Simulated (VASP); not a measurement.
Input of a VASP 6.6.1 run:

Contents of INCAR:

```
PREC = Accurate
ENCUT = 700
EDIFF = 1E-6
ISMEAR = 0
SIGMA = 0.15
LREAL = F
LASPH = T
NELM = 120
ALGO = Normal
ISIF = 2
LWAVE = F
LCHARG = T
GGA = PS
LELF = T
LVHAR = T
NBANDS = 48
GGA_COMPAT = F
```

The input KPOINTS:

```
regular mesh
0
Gamma
  8 8 14
```

The input POSCAR:

```
Ni3O4
1.0
    2.8365053875     -3.8061089693      0.0000000000
    2.8365053875      3.8061089693      0.0000000000
    0.0000000000      0.0000000000      2.9326825337
Ni O
3 4
Direct
    0.5000000000      0.0000000000      0.5000000000
    0.0000000000      0.5000000000      0.5000000000
    0.0000000000      0.0000000000      0.0000000000
    0.7878888826      0.7878888826      0.5000000000
    0.2121111174      0.2121111174      0.5000000000
    0.2371644473      0.7628355527      0.0000000000
    0.7628355527      0.2371644473      0.0000000000
```

Potentials or basis: VASP PAW PBE potentials, release 64 (Ni_sv_GW, O).

Launch:

```console
$ cat potpaw_PBE.64/Ni_sv_GW/POTCAR potpaw_PBE.64/O/POTCAR > POTCAR
$ mpirun -np 1 vasp_std > vasp.out
```

What does it give for the largest force?

0.727 eV/Å.

What does it give for the band gap on the k mesh?

Zero (bands 39 and 40 overlap by 0.38 eV).

Predict the pressure.

7.1 GPa.

Forces in eV/Å, atoms in the order of the input:
```
Ni   0.000  0.000  0.000
Ni   0.000  0.000  0.000
Ni   0.000  0.000  0.000
O   -0.323  0.000  0.000
O    0.323  0.000  0.000
O    0.000 -0.727  0.000
O    0.000  0.727  0.000
```

Caveat: the cell differs from its parent crystal (strain -0.030 along x and y, +0.030 along z); the stress differs along the axes, from 1 to 13 GPa; the PAW data sets were made with another functional, which shifts forces and pressure a little; the run has no spin polarisation, though such a crystal can be magnetic; semilocal functionals often make such compounds metallic where correlation or magnetic order opens a gap, which also shifts bond lengths. Spin polarisation is off, so any magnetic state and its effect on volume and gap are missing.
